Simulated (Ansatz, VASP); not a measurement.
# One calculation of Mg2Sn, two programs

File INCAR:

```
SYSTEM = Mg2Sn
ALGO     = Normal         ! electronic algorithm
EDIFF    = 1E-6           ! SCF threshold, eV
ENCUT    = 600            ! plane-wave cutoff, eV
GGA      = PE             ! functional
GGA_COMPAT= .False.      
ISIF     = 2              ! what is computed and relaxed
ISMEAR   = -1             ! smearing method
LASPH    = .True.         ! aspherical terms in the spheres
LCHARG   = .False.        ! write CHGCAR
LREAL    = .False.        ! projectors in reciprocal space
LWAVE    = .False.        ! write WAVECAR
NBANDS   = 16             ! bands
NELM     = 120            ! most SCF steps
PREC     = Accurate       ! precision mode
SIGMA    = 0.02           ! smearing width, eV
```

Contents of KPOINTS:

```
k-points
0
Gamma
  6 6 6
  0 0 0
```

Contents of POSCAR:

```
Mg2Sn
1.0
    0.0000000000      3.4137346349      3.4137346349
    3.4137346349      0.0000000000      3.4137346349
    3.4137346349      3.4137346349      0.0000000000
Sn Mg
1 2
Direct
    0.0000000000      0.0000000000      0.0000000000
    0.2500000000      0.2500000000      0.2500000000
    0.7500000000      0.7500000000      0.7500000000
```

Input for Ansatz:

```yaml
crystal:
  lattice:
    - [0.0, 3.4137346349, 3.4137346349]
    - [3.4137346349, 0.0, 3.4137346349]
    - [3.4137346349, 3.4137346349, 0.0]
  atoms:
    - { symbol: Sn, position: [0.0, 0.0, 0.0] }
    - { symbol: Mg, position: [0.25, 0.25, 0.25] }
    - { symbol: Mg, position: [0.75, 0.75, 0.75] }
kpoints:
  mp_grid: { grid: [6, 6, 6] }
  band_path:
    path:
      - [0.0, 0.0, 0.0]
      - [0.5, 0.0, 0.5]
      - [0.625, 0.25, 0.625]
      - [0.375, 0.375, 0.75]
      - [0.5, 0.5, 0.5]
      - [0.5, 0.25, 0.75]
      - [0.0, 0.5, 0.5]
    npoints: 1
hamiltonian:
  xc: pbe
scf:
  occupations: { method: fermi_dirac, width: 0.02 }
  n_extra_bands: 4
output:
  forces: true
  stress: true
  eigenvalues: true
```

Change from the starting cell: hydrostatic strain +1.0%.

Alike in both runs: task single point; functional PBE; k mesh 6 × 6 × 6; occupations fermi-dirac, width 0.02 eV; no spin polarisation.

```csv
,VASP,Ansatz
version,VASP 6.6.1,Ansatz 0.2.0
potentials or method,"VASP PAW PBE potentials, release 64 (Sn_d, Mg)","plane waves, PAW"
plane-wave cutoff (eV),600,420
valence electrons in the cell,18,34
```

Ansatz gave:

```
pressure (GPa) : -0.2
```

Q: What did VASP give for the same quantities?

A: Pressure (GPa): -0.4.

VASP's potentials hold 18 valence electrons a cell and Ansatz's 34, so a difference there can come from the potentials and not from the codes.
